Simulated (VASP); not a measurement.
**Hf: relaxation of cell and atoms with PBEsol**

Crystal: Hf.

```
CELL_PARAMETERS angstrom
0.00000 2.22291 2.22291
2.22291 0.00000 2.22291
2.22291 2.22291 0.00000
ATOMIC_POSITIONS crystal
Hf 0.00000 0.00000 0.00000
```

```
Program                : VASP 6.6.1
Task                   : relaxation of cell and atoms
Functional             : PBEsol
Potentials or basis    : VASP PAW PBE potentials, release 64 (Hf_pv)
Cutoff                 : 600 eV
k mesh                 : 16 × 16 × 16
Occupations            : gaussian, width 0.1 eV
Spin                   : no spin polarisation
Dipole correction      : no
Further INCAR settings : ALGO = Normal; EDIFF = 1e-06; IBRION = 2; EDIFFG = -0.01; NSW = 80; ISIF = 3
```

The relaxed volume is 21.48 Å³/atom. The relaxed cell is a = 3.120 Å, b = 3.120 Å, c = 3.120 Å, α = 60.00°, β = 60.00°, γ = 60.00°, the space group after relaxing (to 0.05 Å) is Fm-3m (No. 225) and the energy gained by relaxing is 3.7 meV/atom. The ionic steps are 3. The pressure after relaxing is 0.0 GPa and the band gap on the k mesh is zero (band 5 reaches 6.27 eV, above the bottom of band 6 at 4.47 eV).

Step by step:
| step | energy change (eV) | largest force (eV/Å) | pressure (GPa) | volume (Å³) |
| --- | --- | --- | --- | --- |
| 1 | 0.0000 | 0.0000 | -2.37 | 21.97 |
| 2 | 0.0008 | 0.0000 | 2.82 | 20.95 |
| 3 | -0.0037 | 0.0000 | -0.01 | 21.48 |

Final structure:
```xyz
1
Lattice="0.0000 2.2062 2.2062 2.2062 0.0000 2.2062 2.2062 2.2062 0.0000" Properties=species:S:1:pos:R:3 pbc="T T T"
Hf    0.0000    0.0000    0.0000
```

Levels at points of the mesh, in eV from the Fermi level:
| k point | band 3 | band 4 | band 5 | band 6 | band 7 | band 8 |
| --- | --- | --- | --- | --- | --- | --- |
| (0.00, 0.00, 0.00) | -29.81 | -7.36 | 1.41 | 1.41 | 1.41 | 4.34 |
| (0.50, 0.00, 0.00) | -29.94 | -3.77 | 0.75 | 1.16 | 1.16 | 6.59 |
| (0.50, 0.50, 0.00) | -30.15 | -3.43 | -2.28 | 2.77 | 6.60 | 7.27 |

Run time: 54 s on 1 thread of Intel(R) Xeon(R) Platinum 8488C (Sapphire Rapids), with other jobs on the host, peak memory 0.19 GiB.

Caveat: the PAW data sets were made with another functional, which shifts forces and pressure a little; spin-orbit coupling is left out, which moves the levels of the heavy elements.
